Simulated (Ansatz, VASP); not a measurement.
# Fe: VASP beside Ansatz

```
Fe
1.0
    -1.42878    1.42878    1.47186
     1.42878   -1.42878    1.47186
     1.42878    1.42878   -1.47186
Fe
1
Cartesian
  0.0000 0.0000 0.0000
```

Change from the starting cell: stretched by +2 % along [0.0, 0.0, 1.0] at fixed volume; collinear moments without spin-orbit coupling, PAW files.

Alike in both runs: task single point; functional PBE; k mesh 11 × 11 × 11; occupations fermi-dirac, width 0.1 eV; collinear spin.

|  | VASP | Ansatz |
| --- | --- | --- |
| version | VASP 6.6.1 | Ansatz 0.2.0 |
| potentials or method | VASP PAW PBE potentials, release 64 (Fe) | PAW with Ansatz's default frozen-core files, scalar-relativistic |
| plane-wave cutoff (eV) | 520 | 420 |
| valence electrons in the cell | 8 | 16 |

VASP gave:

| Item | Value |
| --- | --- |
| pressure (GPa) | -8.9 |
| traceless stress, the component that is largest in VASP (GPa) | -1.85 |
| net moment per atom (μB) | 2.31 |
| size of the moment on the site where the two differ most (μB) | 2.32 |

Task: Which values does Ansatz return?

Result: Pressure (GPa): -8.7; traceless stress, the component that is largest in VASP (GPa): -1.91; net moment per atom (μB): 2.29; size of the moment on the site where the two differ most (μB): 2.34.

Site moments also hang on the region over which each program counts them. VASP's potentials hold 8 valence electrons a cell and Ansatz's 16, so a difference there can come from the potentials and not from the codes.
